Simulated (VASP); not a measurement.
# Mg6NO6 in VASP: single point with PBE

Aim: the single point of Mg6NO6 with PBE.

Everything below comes from runs of VASP 6.6.1. Logs are shortened: lines on timing, memory, paths and dates and some standing lists are left out, and cuts for length are marked.

### 1 The cell of the first run

The cell holds a slab with vacuum, 26 atoms: a = 6.017 Å, b = 6.017 Å, c = 20.880 Å, α = 90.00°, β = 90.00°, γ = 90.00°.

### 2 Single point, PBE

Input file INCAR:

```
SYSTEM = Mg6NO6
ALGO = Normal ; DIPOL = 0.5 0.5 0.318
EDIFF = 1E-7 ; ENCUT = 520
GGA = PE ; IDIPOL = 3
ISIF = 2 ; ISMEAR = 0
LASPH = .True. ; LCHARG = .True.
LDIPOL = .True. ; LELF = .True.
LREAL = Auto ; LVACPOTAV = .True.
LVHAR = .True. ; LWAVE = .False.
NBANDS = 72 ; NELM = 100
PREC = Accurate ; SIGMA = 0.05
```

Input file KPOINTS:

```
k-points
0
Gamma
  5 5 1
  0 0 0
```

Input file POSCAR:

```
Mg6NO6
1.0
    6.0171792582      0.0000000000      0.0000000000
    0.0000000000      6.0171792582      0.0000000000
    0.0000000000      0.0000000000     20.8799623436
Mg O N
12 12 2
Direct
    0.2500000000      0.2500000000      0.1915712267
    0.2500000000      0.7500000000      0.1915712267
    0.7500000000      0.2500000000      0.1915712267
    0.7500000000      0.7500000000      0.1915712267
    0.0000000000      0.0000000000      0.2936999204
    0.0000000000      0.5000000000      0.2936999204
    0.5000000000      0.0000000000      0.2936999204
    0.5000000000      0.5000000000      0.2936999204
    0.2500000000      0.2500000000      0.3942063725
    0.2500000000      0.7500000000      0.3942063725
    0.7500000000      0.2500000000      0.3942063725
    0.7500000000      0.7500000000      0.3942063725
    0.0000000000      0.0000000000      0.1915712267
    0.0000000000      0.5000000000      0.1915712267
    0.5000000000      0.0000000000      0.1915712267
    0.5000000000      0.5000000000      0.1915712267
    0.2500000000      0.2500000000      0.2932336620
    0.2500000000      0.7500000000      0.2932336620
    0.7500000000      0.2500000000      0.2932336620
    0.7500000000      0.7500000000      0.2932336620
    0.0000000000      0.0000000000      0.3965506358
    0.0000000000      0.5000000000      0.3965506358
    0.5000000000      0.0000000000      0.3965506358
    0.5000000000      0.5000000000      0.3965506358
    0.1250000000      0.1250000000      0.5794966523
    0.1250000000      0.1250000000      0.6322824383
```

Potentials or basis: VASP PAW PBE potentials, release 64 (Mg, O, N).

Launch:

```
> cat potpaw_PBE.64/Mg/POTCAR potpaw_PBE.64/O/POTCAR potpaw_PBE.64/N/POTCAR > POTCAR
> mpirun -np 1 vasp_std > vasp.out
```

OUTCAR:

```text
SYSTEM = Mg6NO6
   EDIFF = 1E-7
   ENCUT = 520
   GGA = PE
   ISIF = 2
   ISMEAR = 0
   LASPH = .True.
   LREAL = Auto
   NELM = 100
   PREC = Accurate

 ion  position               nearest neighbor table
   1  0.250  0.250  0.192-  17 2.12  14 2.13  15 2.13  16 2.13  13 2.13   3 3.01   2 3.01   2 3.01
                             3 3.01   8 3.01   5 3.01   6 3.01   7 3.01
   2  0.250  0.750  0.192-  18 2.12  14 2.13  15 2.13  16 2.13  13 2.13   4 3.01   1 3.01   1 3.01
                             4 3.01   8 3.01   5 3.01   6 3.01   7 3.01
   3  0.750  0.250  0.192-  19 2.12  14 2.13  15 2.13  16 2.13  13 2.13   4 3.01   1 3.01   4 3.01
                             1 3.01   8 3.01   5 3.01   6 3.01   7 3.01
   4  0.750  0.750  0.192-  20 2.12  14 2.13  15 2.13  16 2.13  13 2.13   3 3.01   2 3.01   3 3.01
                             2 3.01   8 3.01   5 3.01   6 3.01   7 3.01
   5  0.000  0.000  0.294-  17 2.13  18 2.13  19 2.13  20 2.13  13 2.13  21 2.15  11 2.99  12 2.99
                             9 2.99  10 2.99   6 3.01   7 3.01   6 3.01   7 3.01   3 3.01   4 3.01
   6  0.000  0.500  0.294-  17 2.13  18 2.13  19 2.13  20 2.13  14 2.13  22 2.15  11 2.99  12 2.99
                             9 2.99  10 2.99   5 3.01   8 3.01   5 3.01   8 3.01   3 3.01   4 3.01
   7  0.500  0.000  0.294-  17 2.13  18 2.13  19 2.13  20 2.13  15 2.13  23 2.15  11 2.99  12 2.99
                             9 2.99  10 2.99   5 3.01   8 3.01   8 3.01   5 3.01   3 3.01   4 3.01
   8  0.500  0.500  0.294-  17 2.13  18 2.13  19 2.13  20 2.13  16 2.13  24 2.15  11 2.99  12 2.99
                             9 2.99  10 2.99   6 3.01   7 3.01   7 3.01   6 3.01   3 3.01   4 3.01
   9  0.250  0.250  0.394-  17 2.11  21 2.13  22 2.13  23 2.13  24 2.13   6 2.99   7 2.99   8 2.99
[... 4 lines left out ...]
                             5 2.99  12 3.01   9 3.01  12 3.01   9 3.01
  12  0.750  0.750  0.394-  20 2.11  21 2.13  22 2.13  23 2.13  24 2.13   6 2.99   7 2.99   8 2.99
                             5 2.99  11 3.01  10 3.01  11 3.01  10 3.01
  13  0.000  0.000  0.192-   1 2.13   2 2.13   3 2.13   4 2.13   5 2.13
  14  0.000  0.500  0.192-   1 2.13   2 2.13   3 2.13   4 2.13   6 2.13
  15  0.500  0.000  0.192-   1 2.13   2 2.13   3 2.13   4 2.13   7 2.13
  16  0.500  0.500  0.192-   1 2.13   2 2.13   3 2.13   4 2.13   8 2.13
  17  0.250  0.250  0.293-   9 2.11   1 2.12   6 2.13   7 2.13   8 2.13   5 2.13
  18  0.250  0.750  0.293-  10 2.11   2 2.12   6 2.13   7 2.13   8 2.13   5 2.13
  19  0.750  0.250  0.293-  11 2.11   3 2.12   6 2.13   7 2.13   8 2.13   5 2.13
  20  0.750  0.750  0.293-  12 2.11   4 2.12   6 2.13   7 2.13   8 2.13   5 2.13
  21  0.000  0.000  0.397-   9 2.13  10 2.13  11 2.13  12 2.13   5 2.15
  22  0.000  0.500  0.397-   9 2.13  10 2.13  11 2.13  12 2.13   6 2.15
  23  0.500  0.000  0.397-   9 2.13  10 2.13  11 2.13  12 2.13   7 2.15
  24  0.500  0.500  0.397-   9 2.13  10 2.13  11 2.13  12 2.13   8 2.15
  25  0.125  0.125  0.579-  26 1.10
  26  0.125  0.125  0.632-  25 1.10

  LATTYP: Found a simple tetragonal cell.
 ALAT       =     6.0171792582
 C/A-ratio  =     3.4700582196

  Lattice vectors:

 A1 = (   6.0171792582,   0.0000000000,   0.0000000000)
 A2 = (   0.0000000000,   6.0171792582,   0.0000000000)
 A3 = (   0.0000000000,   0.0000000000,  20.8799623436)

Analysis of symmetry for initial positions (statically):
=====================================================================
 Subroutine PRICEL returns:
 Original cell was already a primitive cell.

 Routine SETGRP: Setting up the symmetry group for a
 simple tetragonal supercell.

 Subroutine GETGRP returns: Found  2 space group operations
 (whereof  2 operations were pure point group operations)
 out of a pool of 16 trial point group operations.

The static configuration has the point symmetry C_1h.

Analysis of symmetry for dynamics (positions and initial velocities):
=====================================================================
 Subroutine PRICEL returns:
 Original cell was already a primitive cell.

 Routine SETGRP: Setting up the symmetry group for a
 simple tetragonal supercell.

 Subroutine GETGRP returns: Found  2 space group operations
 (whereof  2 operations were pure point group operations)
 out of a pool of 16 trial point group operations.

The dynamic configuration has the point symmetry C_1h.

 Subroutine INISYM returns: Found  2 space group operations
 (whereof  2 operations are pure point group operations),
 and found     1 'primitive' translations

----------------------------------------------------------------------------------------

                                     Primitive cell

  volume of cell :     755.9892

  direct lattice vectors                    reciprocal lattice vectors
     6.017179258  0.000000000  0.000000000     0.166190827  0.000000000  0.000000000
     0.000000000  6.017179258  0.000000000     0.000000000  0.166190827  0.000000000
[... 84 lines left out ...]
 ===========================================

 Found      9 irreducible k-points:

 Following reciprocal coordinates:
            Coordinates               Weight
  0.000000  0.000000  0.000000      1.000000
  0.200000  0.000000  0.000000      4.000000
  0.400000  0.000000  0.000000      4.000000
  0.200000  0.200000  0.000000      2.000000
 -0.200000  0.200000  0.000000      2.000000
  0.400000  0.200000  0.000000      4.000000
 -0.200000  0.400000  0.000000      4.000000
  0.400000  0.400000  0.000000      2.000000
 -0.400000  0.400000  0.000000      2.000000
   k-points           NKPTS =      9   k-points in BZ     NKDIM =      9   number of bands    NBANDS=     72
   number of dos      NEDOS =    301   number of ions     NIONS =     26
   total plane-waves  NPLWV = 368640
   dimension x,y,z NGX =    48 NGY =   48 NGZ =  160
   dimension x,y,z NGXF=    96 NGYF=   96 NGZF=  320
   ions per type =              12  12   2
   NGX,Y,Z   is equivalent  to a cutoff of  13.26, 13.26, 12.74 a.u.
   NGXF,Y,Z  is equivalent  to a cutoff of  26.52, 26.52, 25.48 a.u.
 SYSTEM =  Mg6NO6
   PREC   = accura    normal or accurate (medium, high low for compatibility)
   ISTART =      0    job   : 0-new  1-cont  2-samecut
   ICHARG =      2    charge: 1-file 2-atom 10-const
   ISPIN  =      1    spin polarized calculation?
   LNONCOLLINEAR =      F non collinear calculations
   LSORBIT =      F    spin-orbit coupling
   LASPH  =      T    aspherical Exc in radial PAW
   ENCUT  =  520.0 eV  38.22 Ry    6.18 a.u.  11.19 11.19 38.82*2*pi/ulx,y,z
   NELM   =    100;   NELMIN=  2; NELMDL= -5     # of ELM steps
   EDIFF  = 0.1E-06   stopping-criterion for ELM
   LREAL  =      T    real-space projection
   EDIFFG = 0.1E-05   stopping-criterion for IOM
   NSW    =      0    number of steps for IOM
   IBRION =     -1    ionic relax: 0-MD 1-quasi-New 2-CG
   NFREE  =      0    steps in history (QN), initial steepest desc. (CG)
   ISIF   =      2    stress and relaxation
   ISYM   =      2    0-nonsym 1-usesym 2-fastsym
   POTIM  = 0.5000    time-step for ionic-motion
   TEBEG  =    0.0;   TEEND  =   0.0 temperature during run
   PSTRESS=    0.0 pullay stress
   NELECT =     106.0000    total number of electrons
   NUPDOWN=      -1.0000    fix difference up-down
   EMIN   =  10.00;   EMAX   =-10.00  energy-range for DOS
   EFERMI =   0.00;   METHOD = LEGACY
   ISMEAR =     0;   SIGMA  =   0.05  broadening in eV -4-tet -1-fermi 0-gaus
   EFERMI_NEDOS =   21; number of points for ismear=-14 and -15
   IALGO  =     38    algorithm
   IMIX   =      4    mixing-type and parameters
     AMIX     =   0.40;   BMIX     =  1.00
     AMIX_MAG =   1.60;   BMIX_MAG =  1.00
  volume/ion in A,a.u.               =      29.08       196.22
  Fermi-wavevector in a.u.,A,eV,Ry     =   0.850495  1.607202  9.841654  0.723341
  Thomas-Fermi vector in A             =   1.966481
   LORBIT       =      0    0 simple, 1 ext, 2 COOP (PROOUT), +10 PAW based schemes
   GGA     = PE    functional components
   LHFCALC =     F    Hartree Fock is set to
   AEXX    =    0.0000 exact exchange contribution
   IVDW    =     0    specifies the selected vdW correction
   LEPSILON=     F    determine dielectric tensor
   LRPA    =     F    only Hartree local field effects (RPA)
 non-spin polarized calculation
 Gauss-broadening in eV      SIGMA  =   0.05
  energy-cutoff  :      520.00
  volume of cell :      755.99
 maximum number of plane-waves:     20372
 NGX is ok and might be reduce to    48
   NGX = 23   NGY = 23   NGZ = 77

 dipolmoment           0.000000      0.000000     -0.013970 electrons x Angstroem

 number of electron     106.0000009 magnetization

 dipolmoment           0.000000      0.000000      0.078826 electrons x Angstroem

 Free energy of the ion-electron system (eV)
  ---------------------------------------------------
  ext. energy  EPLUGINS =         0.00000000
  ---------------------------------------------------
  free energy    TOTEN  =      -155.45659116 eV

  energy without entropy =     -155.45659116  energy(sigma->0) =     -155.45659116

 E-fermi :  -2.0735     XC(G=0):  -4.5908

 val. band max:       -2.3702103739   @ k =   0.0000   0.0000   0.0000
 cond. band min:       0.7066651495   @ k =   0.4000   0.0000   0.0000
 fundamental gap:      3.0768755234
 Fermi energy:        -2.0735155124

 k-point     1 :       0.0000    0.0000    0.0000
  band No.  band energies     occupation
      1     -25.5983      2.00000
      2     -19.1003      2.00000
      3     -18.3399      2.00000
      4     -18.2848      2.00000
      5     -18.2847      2.00000
      6     -17.9816      2.00000
[... 601 lines left out ...]
     64       4.1689      0.00000
     65       4.4221      0.00000
 [bands above 65 left out]

------------------------ aborting loop because EDIFF is reached ----------------------------------------

  FORCE on cell =-STRESS in cart. coord.  units (eV):
  Direction    XX          YY          ZZ          XY          YZ          ZX
  --------------------------------------------------------------------------------------
  -------------------------------------------------------------------------------------
  Total      -16.2387229    -16.2387229      1.0676278      0.0008691      0.0310911      0.0310911
  in kB      -34.4149263    -34.4149263      2.2626368      0.0018418      0.0658919      0.0658918
  external PRESSURE =     -22.1890719 kB  Pullay stress =       0.0000000 kB

 VOLUME and BASIS-vectors are now :
 -----------------------------------------------------------------------------
  energy-cutoff  :      520.00
  volume of cell :      755.99
      direct lattice vectors                 reciprocal lattice vectors
     6.017179258  0.000000000  0.000000000     0.166190827  0.000000000  0.000000000
     0.000000000  6.017179258  0.000000000     0.000000000  0.166190827  0.000000000
     0.000000000  0.000000000 20.879962344     0.000000000  0.000000000  0.047892807

 POSITION                                       TOTAL-FORCE (eV/Angst)
 -----------------------------------------------------------------------------------
      1.50429      1.50429      4.00000         0.000190      0.000190      0.452372
      1.50429      4.51288      4.00000         0.000081     -0.000085      0.452760
      4.51288      1.50429      4.00000        -0.000085      0.000081      0.452760
      4.51288      4.51288      4.00000        -0.000170     -0.000170      0.453209
      0.00000      0.00000      6.13244        -0.001297     -0.001297     -0.013404
      0.00000      3.00859      6.13244        -0.000618      0.000943     -0.022633
[... 18 lines left out ...]
      0.75215      0.75215     12.09987         0.015770      0.015770     -1.748946
      0.75215      0.75215     13.20203        -0.006359     -0.006359      1.747854
 -----------------------------------------------------------------------------------
    total drift:                                0.000020      0.000020      0.031991

  FREE ENERGIE OF THE ION-ELECTRON SYSTEM (eV)
  ---------------------------------------------------
  free  energy   TOTEN  =      -155.4565911632 eV

  energy  without entropy=     -155.4565911632  energy(sigma->0) =     -155.45659116

 vacuum level on the upper side and lower side of the slab         2.880         2.486
```

Wall time 11 min (1 thread of Intel Xeon 6975P-C (Granite Rapids), shared host); peak memory 0.89 GiB.

What came out:

```
Free energy            : -155.4566 eV
Largest force          : 1.749 eV/Å
Band gap on the k mesh : 3.08 eV (least direct gap 3.13 eV)
```

Forces in eV/Å, atoms in the order of the input:
```
Mg   0.000  0.000  0.452
Mg   0.000  0.000  0.453
Mg   0.000  0.000  0.453
Mg   0.000  0.000  0.453
Mg  -0.001 -0.001 -0.013
Mg  -0.001  0.001 -0.023
Mg   0.001 -0.001 -0.023
Mg   0.001  0.001 -0.027
Mg  -0.015 -0.015 -0.012
Mg  -0.010  0.013 -0.046
Mg   0.013 -0.010 -0.046
Mg   0.010  0.010 -0.056
O    0.000  0.000 -0.424
O    0.000  0.000 -0.424
O    0.000  0.000 -0.424
O    0.000  0.000 -0.424
O    0.002  0.002  0.030
O    0.003 -0.002  0.029
O   -0.002  0.003  0.029
O   -0.003 -0.003  0.028
O   -0.010 -0.010 -0.022
O   -0.003  0.005  0.009
O    0.005 -0.003  0.009
O    0.002  0.002  0.017
N    0.016  0.016 -1.749
N   -0.006 -0.006  1.748
```

Caveat: the standard files for N, O and F lose accuracy on very short bonds.
